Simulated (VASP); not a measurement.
A run of VASP 6.6.1:

File INCAR:

```
SYSTEM = Al2Au
ALGO = Normal ; EDIFF = 1E-6
ENCUT = 520 ; GGA = CA
ISIF = 2 ; ISMEAR = -1
LASPH = .True. ; LCHARG = .False.
LREAL = .False. ; LWAVE = .False.
NBANDS = 16 ; NELM = 60
PREC = Accurate ; SIGMA = 0.05
```

The input KPOINTS:

```
k-points
0
Gamma
  6 6 6
  0 0 0
```

The input POSCAR:

```
Al2Au
1.0
    0.0237700000      2.9189100000      2.9540300000
    2.9931400000      0.0263700000      2.9514400000
    3.0402300000      2.9634100000     -0.0207200000
Al Au
2 1
Direct
    0.2394500000      0.2171700000      0.2531200000
    0.7714630622      0.7428544038      0.7370920836
    0.9881300000      0.0023400000      0.0322100000
```

Potentials or basis: VASP PAW LDA potentials, release 64 (Al, Au).

Launch:

```console
$ cat potpaw_LDA.64/Al/POTCAR potpaw_LDA.64/Au/POTCAR > POTCAR
$ mpirun -np 1 vasp_std > vasp.out
```

Hardware: 1 thread of Intel(R) Xeon(R) 6975P-C (Granite Rapids), on a shared host.

Problem. Estimate the wall time of this run.

Solution. Wall time 22 s on 1 thread of Intel(R) Xeon(R) 6975P-C (Granite Rapids) (shared host), peak memory 0.21 GiB. Counts: scf iterations 12, k points 112.
